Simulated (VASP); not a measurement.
Input of a VASP 6.6.1 run:

INCAR

```
SYSTEM = W
  PREC = Accurate
  ENCUT = 600
  EDIFF = 1E-6
  ISMEAR = -1
  SIGMA = 0.08
  LREAL = .FALSE.
  LASPH = .TRUE.
  NELM = 100
  ALGO = Normal
  ISIF = 3
  LWAVE = .FALSE.
  LCHARG = .FALSE.
  IBRION = 2
  NSW = 60
  EDIFFG = -0.005
```

File KPOINTS:

```
Automatic mesh
0
G
  15 15 15
  0 0 0
```

The input POSCAR:

```
W
1.0
    2.5532001346      0.0000000000      0.0000000000
    0.0000000000      2.5532001346      0.0000000000
    0.0000000000      0.0000000000      2.5532001346
W
1
Direct
    0.0000000000      0.0000000000      0.0000000000
```

Potentials or basis: VASP PAW LDA potentials, release 64 (W_sv).

Launch:

```console
$ cat potpaw_LDA.64/W_sv/POTCAR > POTCAR
$ mpirun -np 1 vasp_std > vasp.out
```

Task: Predict the relaxed volume.

Result: 17.61 Å³/atom.

Task: Estimate the band gap on the k mesh.

Result: Zero (band 7 reaches 11.57 eV, above the bottom of band 8 at 8.72 eV).

Task: Estimate the space group after relaxing (to 0.05 Å).

Result: Pm-3m (No. 221).

Task: Estimate the relaxed cell.

Result: a = 2.601 Å, b = 2.601 Å, c = 2.601 Å, α = 90.00°, β = 90.00°, γ = 90.00°.

The path:
```tsv
step	energy change (eV)	largest force (eV/Å)	pressure (GPa)	volume (Å³)
1	0.0000	0.0000	15.01	16.64
2	0.2652	0.0000	-27.85	20.69
3	-0.0427	0.0000	-0.88	17.67
4	-0.0429	0.0000	-0.04	17.61
```

Caveat: spin-orbit coupling is left out, which moves the levels of the heavy elements.
